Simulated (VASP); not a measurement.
# SrGa3 (Cmmm) in VASP: single point with PBE

Aim: the single point of SrGa3 with PBE.

Program: VASP 6.6.1. These are calculated values, not measurements. Logs are shortened: lines on timing, memory, paths and dates and some standing lists are left out, and cuts for length are marked.

**1. The cell of the first run**

The structure is orthorhombic, space group Cmmm (No. 65). The conventional cell has a = 6.308 Å, b = 6.500 Å, c = 4.528 Å, α = 90.00°, β = 90.00°, γ = 90.00°. Sr (site symmetry mmm) has 12 Ga at 3.15 to 3.25 Å within 4.2 Å. Ga (site symmetry 2/m) has 8 Ga at 3.15 to 3.25 Å and 4 Sr at 3.20 Å within 4.2 Å. Within 4.2 Å of Ga (site symmetry mmm) lie 4 Sr at 3.15 to 3.25 Å and 8 Ga at 3.20 Å.

**2. Single point, PBE**

INCAR reads:

```
SYSTEM = SrGa3
PREC = Accurate
ENCUT = 520
EDIFF = 1E-6
ISMEAR = 0
SIGMA = 0.05
LREAL = .FALSE.
LASPH = .TRUE.
NELM = 60
ALGO = Fast
ISIF = 2
LWAVE = .FALSE.
LCHARG = .FALSE.
GGA = PE
NBANDS = 32
```

KPOINTS reads:

```
regular mesh
0
G
  8 8 8
  0 0 0
```

POSCAR reads:

```
SrGa3
1.0
    4.5284779453      0.0679271692      0.0000000000
    0.0679271692      4.5284779453      0.0000000000
    0.0000000000      0.0000000000      4.5284779453
Sr Ga
1 3
Direct
    0.0000000000      0.0000000000      0.0000000000
    0.0000000000      0.5000000000      0.5000000000
    0.5000000000      0.5000000000      0.0000000000
    0.5000000000      0.0000000000      0.5000000000
```

Potentials or basis: VASP PAW PBE potentials, release 64 (Sr_sv, Ga_d).

Launch:

```bash
$ cat potpaw_PBE.64/Sr_sv/POTCAR potpaw_PBE.64/Ga_d/POTCAR > POTCAR
$ mpirun -np 1 vasp_std > vasp.out
```

OUTCAR:

```text
SYSTEM = SrGa3
   PREC = Accurate
   ENCUT = 520
   EDIFF = 1E-6
   ISMEAR = 0
   LREAL = .FALSE.
   LASPH = .TRUE.
   NELM = 60
   ISIF = 2
   GGA = PE

 ion  position               nearest neighbor table
   1  0.000  0.000  0.000-   3 3.15   3 3.15   2 3.20   4 3.20   2 3.20   2 3.20   2 3.20   4 3.20
                             4 3.20   4 3.20   3 3.25   3 3.25
   2  0.000  0.500  0.500-   1 3.20   1 3.20   1 3.20   1 3.20
   3  0.500  0.500  0.000-   1 3.15   1 3.15   1 3.25   1 3.25
   4  0.500  0.000  0.500-   1 3.20   1 3.20   1 3.20   1 3.20

  LATTYP: Found a base centered orthorhombic cell.
 ALAT       =     6.3081714032
 B/A-ratio  =     1.0304568528
 C/A-ratio  =     0.7178749048

  Lattice vectors:

 A1 = (  -0.0679271692,  -4.5284779453,   0.0000000000)
 A2 = (   4.5284779453,   0.0679271692,   0.0000000000)
 A3 = (   0.0000000000,   0.0000000000,   4.5284779453)

Analysis of symmetry for initial positions (statically):
=====================================================================
 Subroutine PRICEL returns:
 Original cell was already a primitive cell.

 Routine SETGRP: Setting up the symmetry group for a
 base centered orthorhombic supercell.

 Subroutine GETGRP returns: Found  8 space group operations
 (whereof  8 operations were pure point group operations)
 out of a pool of  8 trial point group operations.

The static configuration has the point symmetry D_2h.

Analysis of symmetry for dynamics (positions and initial velocities):
=====================================================================
 Subroutine PRICEL returns:
 Original cell was already a primitive cell.

 Routine SETGRP: Setting up the symmetry group for a
 base centered orthorhombic supercell.

 Subroutine GETGRP returns: Found  8 space group operations
 (whereof  8 operations were pure point group operations)
 out of a pool of  8 trial point group operations.

The dynamic configuration has the point symmetry D_2h.

 Subroutine INISYM returns: Found  8 space group operations
 (whereof  8 operations are pure point group operations),
 and found     1 'primitive' translations

----------------------------------------------------------------------------------------

                                     Primitive cell

  volume of cell :      92.8451

  direct lattice vectors                    reciprocal lattice vectors
     4.528477945  0.067927169  0.000000000     0.220874445 -0.003313117  0.000000000
     0.067927169  4.528477945  0.000000000    -0.003313117  0.220874445  0.000000000
     0.000000000  0.000000000  4.528477945     0.000000000  0.000000000  0.220824748

  length of vectors
     4.528987370  4.528987370  4.528477945     0.220899291  0.220899291  0.220824748

  position of ions in fractional coordinates (direct lattice)
     0.000000000  0.000000000  0.000000000
     0.000000000  0.500000000  0.500000000
     0.500000000  0.500000000  0.000000000
     0.500000000  0.000000000  0.500000000

  ion indices of the primitive-cell ions
   primitive index   ion index
                 1           1
                 2           2
                 3           3
                 4           4

----------------------------------------------------------------------------------------

 KPOINTS: regular mesh

Automatic generation of k-mesh.
 Grid dimensions read from file:
 generate k-points for:    8    8    8

 Generating k-lattice:

  Cartesian coordinates                     Fractional coordinates (reciprocal lattice)
     0.027609306 -0.000414140  0.000000000     0.125000000  0.000000000  0.000000000
    -0.000414140  0.027609306  0.000000000     0.000000000  0.125000000  0.000000000
     0.000000000  0.000000000  0.027603093     0.000000000  0.000000000  0.125000000

  Length of vectors
     0.027612411  0.027612411  0.027603093

  Shift w.r.t. Gamma in fractional coordinates (k-lattice)
     0.000000000  0.000000000  0.000000000

 Subroutine IBZKPT returns following result:
 ===========================================

 Found    105 irreducible k-points:

 Following reciprocal coordinates:
            Coordinates               Weight
  0.000000  0.000000  0.000000      1.000000
  0.125000 -0.000000  0.000000      4.000000
  0.250000 -0.000000  0.000000      4.000000
  0.375000 -0.000000  0.000000      4.000000
  0.500000 -0.000000  0.000000      2.000000
  0.125000  0.125000  0.000000      2.000000
[... 16 lines left out ...]
  0.125000 -0.000000  0.125000      8.000000
  0.250000 -0.000000  0.125000      8.000000
 [... further k-points ...]
   k-points           NKPTS =    105   k-points in BZ     NKDIM =    105   number of bands    NBANDS=     32
   number of dos      NEDOS =    301   number of ions     NIONS =      4
   total plane-waves  NPLWV =  46656
   dimension x,y,z NGX =    36 NGY =   36 NGZ =   36
   dimension x,y,z NGXF=    72 NGYF=   72 NGZF=   72
   ions per type =               1   3
   NGX,Y,Z   is equivalent  to a cutoff of  13.21, 13.21, 13.22 a.u.
   NGXF,Y,Z  is equivalent  to a cutoff of  26.43, 26.43, 26.43 a.u.
 SYSTEM =  SrGa3
   PREC   = accura    normal or accurate (medium, high low for compatibility)
   ISTART =      0    job   : 0-new  1-cont  2-samecut
   ICHARG =      2    charge: 1-file 2-atom 10-const
   ISPIN  =      1    spin polarized calculation?
   LNONCOLLINEAR =      F non collinear calculations
   LSORBIT =      F    spin-orbit coupling
   LASPH  =      T    aspherical Exc in radial PAW
   ENCUT  =  520.0 eV  38.22 Ry    6.18 a.u.   8.42  8.42  8.42*2*pi/ulx,y,z
   NELM   =     60;   NELMIN=  2; NELMDL= -5     # of ELM steps
   EDIFF  = 0.1E-05   stopping-criterion for ELM
   LREAL  =      F    real-space projection
   EDIFFG = 0.1E-04   stopping-criterion for IOM
   NSW    =      0    number of steps for IOM
   IBRION =     -1    ionic relax: 0-MD 1-quasi-New 2-CG
   NFREE  =      0    steps in history (QN), initial steepest desc. (CG)
   ISIF   =      2    stress and relaxation
   ISYM   =      2    0-nonsym 1-usesym 2-fastsym
   POTIM  = 0.5000    time-step for ionic-motion
   TEBEG  =    0.0;   TEEND  =   0.0 temperature during run
   PSTRESS=    0.0 pullay stress
   NELECT =      49.0000    total number of electrons
   NUPDOWN=      -1.0000    fix difference up-down
   EMIN   =  10.00;   EMAX   =-10.00  energy-range for DOS
   EFERMI =   0.00;   METHOD = LEGACY
   ISMEAR =     0;   SIGMA  =   0.05  broadening in eV -4-tet -1-fermi 0-gaus
   EFERMI_NEDOS =   21; number of points for ismear=-14 and -15
   IALGO  =     68    algorithm
   IMIX   =      4    mixing-type and parameters
     AMIX     =   0.40;   BMIX     =  1.00
     AMIX_MAG =   1.60;   BMIX_MAG =  1.00
  volume/ion in A,a.u.               =      23.21       156.64
  Fermi-wavevector in a.u.,A,eV,Ry     =   1.322982  2.500073 23.814014  1.750281
  Thomas-Fermi vector in A             =   2.452623
   LORBIT       =      0    0 simple, 1 ext, 2 COOP (PROOUT), +10 PAW based schemes
   GGA     = PE    functional components
   LHFCALC =     F    Hartree Fock is set to
   AEXX    =    0.0000 exact exchange contribution
   IVDW    =     0    specifies the selected vdW correction
   LEPSILON=     F    determine dielectric tensor
   LRPA    =     F    only Hartree local field effects (RPA)
 non-spin polarized calculation
 RMM-DIIS sequential band-by-band and
 Gauss-broadening in eV      SIGMA  =   0.05
  energy-cutoff  :      520.00
  volume of cell :       92.85
 maximum number of plane-waves:      2520
 NGX is ok and might be reduce to    36
   NGX = 17   NGY = 17   NGZ = 17

 number of electron      49.0000034 magnetization

 Free energy of the ion-electron system (eV)
  ---------------------------------------------------
  ext. energy  EPLUGINS =         0.00000000
  ---------------------------------------------------
  free energy    TOTEN  =       -11.17640798 eV

  energy without entropy =      -11.17381834  energy(sigma->0) =      -11.17511316

 E-fermi :   4.0616     XC(G=0): -10.1573

 val. band max:        4.0527484595   @ k =   0.5000   0.1250   0.5000
 cond. band min:       4.0633723340   @ k =  -0.3750   0.2500   0.3750
 fundamental gap:      0.0106238745
 Fermi energy:         4.0615851891

 k-point     1 :       0.0000    0.0000    0.0000
  band No.  band energies     occupation
      1     -30.6375      2.00000
      2     -12.7706      2.00000
      3     -12.7633      2.00000
      4     -12.7554      2.00000
      5     -10.6840      2.00000
      6     -10.6809      2.00000
[... 24 lines left out ...]
     31       8.0517      0.00000
     32       8.1183      0.00000

 k-point     2 :       0.1250   -0.0000    0.0000
  band No.  band energies     occupation
      1     -30.6370      2.00000
      2     -12.7870      2.00000
      3     -12.7650      2.00000
      4     -12.7619      2.00000
      5     -10.6783      2.00000
      6     -10.6756      2.00000
[... 24 lines left out ...]
     31       8.5793      0.00000
     32       9.2191      0.00000

 k-point     3 :       0.2500   -0.0000    0.0000
  band No.  band energies     occupation
      1     -30.6359      2.00000
      2     -12.8356      2.00000
      3     -12.7691      2.00000
      4     -12.7678      2.00000
      5     -10.6734      2.00000
      6     -10.6522      2.00000
[... 24 lines left out ...]
     31       9.1402      0.00000
     32      10.0610      0.00000

 k-point     4 :       0.3750   -0.0000    0.0000
  band No.  band energies     occupation
      1     -30.6347      2.00000
      2     -12.8841      2.00000
      3     -12.7732      2.00000
      4     -12.7724      2.00000
      5     -10.6681      2.00000
      6     -10.6228      2.00000
[... 24 lines left out ...]
     31       9.2150      0.00000
     32       9.4626      0.00000

 k-point     5 :       0.5000   -0.0000    0.0000
  band No.  band energies     occupation
      1     -30.6342      2.00000
      2     -12.9038      2.00000
      3     -12.7749      2.00000
      4     -12.7742      2.00000
      5     -10.6658      2.00000
      6     -10.6063      2.00000
[... 584 lines left out ...]
     31       8.7955      0.00000
     32      10.3659      0.00000

 k-point    22 :       0.0000    0.0000    0.1250
  band No.  band energies     occupation
      1     -30.6370      2.00000
      2     -12.7844      2.00000
      3     -12.7722      2.00000
      4     -12.7572      2.00000
      5     -10.6822      2.00000
      6     -10.6726      2.00000
[... 24 lines left out ...]
     31       8.6705      0.00000
     32       9.1707      0.00000

 k-point    23 :       0.1250   -0.0000    0.1250
  band No.  band energies     occupation
      1     -30.6365      2.00000
      2     -12.7917      2.00000
      3     -12.7814      2.00000
      4     -12.7633      2.00000
      5     -10.6744      2.00000
      6     -10.6700      2.00000
[... 24 lines left out ...]
     31       8.7331      0.00000
     32       9.4750      0.00000

 k-point    24 :       0.2500   -0.0000    0.1250
  band No.  band energies     occupation
      1     -30.6354      2.00000
      2     -12.8351      2.00000
      3     -12.7857      2.00000
      4     -12.7692      2.00000
      5     -10.6664      2.00000
      6     -10.6540      2.00000
[... 24 lines left out ...]
     31       8.9778      0.00000
     32       9.5397      0.00000

 [... further k-points ...]

------------------------ aborting loop because EDIFF is reached ----------------------------------------

  FORCE on cell =-STRESS in cart. coord.  units (eV):
  Direction    XX          YY          ZZ          XY          YZ          ZX
  --------------------------------------------------------------------------------------
  -------------------------------------------------------------------------------------
  Total        0.0798376      0.0798376      0.0938653     -0.5591423      0.0000000      0.0000000
  in kB        1.3777144      1.3777144      1.6197830     -9.6488127      0.0000000      0.0000000
  external PRESSURE =       1.4584039 kB  Pullay stress =       0.0000000 kB

 VOLUME and BASIS-vectors are now :
 -----------------------------------------------------------------------------
  energy-cutoff  :      520.00
  volume of cell :       92.85
      direct lattice vectors                 reciprocal lattice vectors
     4.528477945  0.067927169  0.000000000     0.220874445 -0.003313117  0.000000000
     0.067927169  4.528477945  0.000000000    -0.003313117  0.220874445  0.000000000
     0.000000000  0.000000000  4.528477945     0.000000000  0.000000000  0.220824748

 POSITION                                       TOTAL-FORCE (eV/Angst)
 -----------------------------------------------------------------------------------
      0.00000      0.00000      0.00000        -0.000000      0.000000      0.000000
      0.03396      2.26424      2.26424        -0.000000      0.000000      0.000000
      2.29820      2.29820      0.00000         0.000000      0.000000      0.000000
      2.26424      0.03396      2.26424         0.000000      0.000000      0.000000
 -----------------------------------------------------------------------------------
    total drift:                                0.000000      0.000000      0.000000

  FREE ENERGIE OF THE ION-ELECTRON SYSTEM (eV)
  ---------------------------------------------------
  free  energy   TOTEN  =       -11.1764079763 eV

  energy  without entropy=      -11.1738183391  energy(sigma->0) =      -11.17511316
```

It took 14 min on 1 thread of Oxide Virtual Turin-like, shared host; peak memory 0.37 GiB.

Results:

```yaml
Free_energy: -11.1764 eV
Pressure: 0.1 GPa
```
